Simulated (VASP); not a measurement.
Here is a VASP 6.6.1 calculation.

Contents of INCAR:

```
ALGO = Normal ; EDIFF = 1E-7
ENCUT = 520 ; GGA = PE
ISIF = 2 ; ISMEAR = 0
ISPIN = 2 ; LASPH = T
LCHARG = T ; LELF = T
LMAXMIX = 4 ; LORBIT = 11
LREAL = F ; LVHAR = T
LWAVE = F ; MAGMOM = 1 1 1 1 0 0
NBANDS = 51 ; NELM = 150
PREC = Accurate ; SIGMA = 0.1
```

File KPOINTS:

```
k-points
0
Gamma
  6 6 2
```

The input POSCAR:

```
Ti2W
1.0
    2.8545119404      0.0000000000      0.0000000000
   -1.4272559702      2.4720798558      0.0000000000
    0.0000000000      0.0000000000     14.2977499115
Ti W
4 2
Direct
    0.3333333333      0.6666666667      0.5000000000
    0.6666666667      0.3333333333      0.0000000000
    0.6666666667      0.3333333333      0.3327243630
    0.6666666667      0.3333333333      0.6672756370
    0.3333333333      0.6666666667      0.8338818695
    0.3333333333      0.6666666667      0.1661181305
```

Potentials or basis: VASP PAW PBE potentials, release 64 (Ti_sv, W_sv).

Launch:

```console
$ cat potpaw_PBE.64/Ti_sv/POTCAR potpaw_PBE.64/W_sv/POTCAR > POTCAR
$ mpirun -np 1 vasp_std > vasp.out
```

**Question.** Estimate the pressure.

**Answer.** -0.1 GPa.

**Question.** Estimate the net moment.

**Answer.** 0.00 μB per cell.

**Question.** What does it give for the band gap on the k mesh?

**Answer.** Zero (filled and empty bands overlap).

Caveat: the k points lie up to 0.42 Å⁻¹ apart; spin-orbit coupling is left out, which moves the levels of the heavy elements.
